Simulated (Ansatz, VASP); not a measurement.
**LiH: VASP beside Ansatz**

```
CELL_PARAMETERS angstrom
0.00000 2.07670 2.07670
2.07670 0.00000 2.07670
2.07670 2.07670 0.00000
ATOMIC_POSITIONS crystal
Li 0.00000 0.00000 0.00000
H 0.50000 0.50000 0.50000
```

Change from the starting cell: volume scaled by 1.06.

Alike in both runs: task single point; functional PBEsol; k mesh 11 × 11 × 11; occupations fermi-dirac, width 0.05 eV; no spin polarisation.

|  | VASP | Ansatz |
| --- | --- | --- |
| version | VASP 6.6.1 | Ansatz 0.2.0 |
| potentials or method | VASP PAW PBE potentials, release 64 (Li_sv, H), cutoff 520 eV | all-electron LAPW, scalar-relativistic |

Ansatz gave:

* gap on the k mesh at the Fermi level (eV): 3.01
* least direct gap on the mesh (eV): 3.01

Question: What did VASP give for the same quantities?

Answer: gap on the k mesh at the Fermi level (eV): 3.00; least direct gap on the mesh (eV): 3.00.

VASP's potentials were made for PBE, not for PBEsol. Ansatz ran all-electron here, and VASP with PAW potentials.

Noted on VASP's run: the cutoff is short for stress, so the pressure is rough.
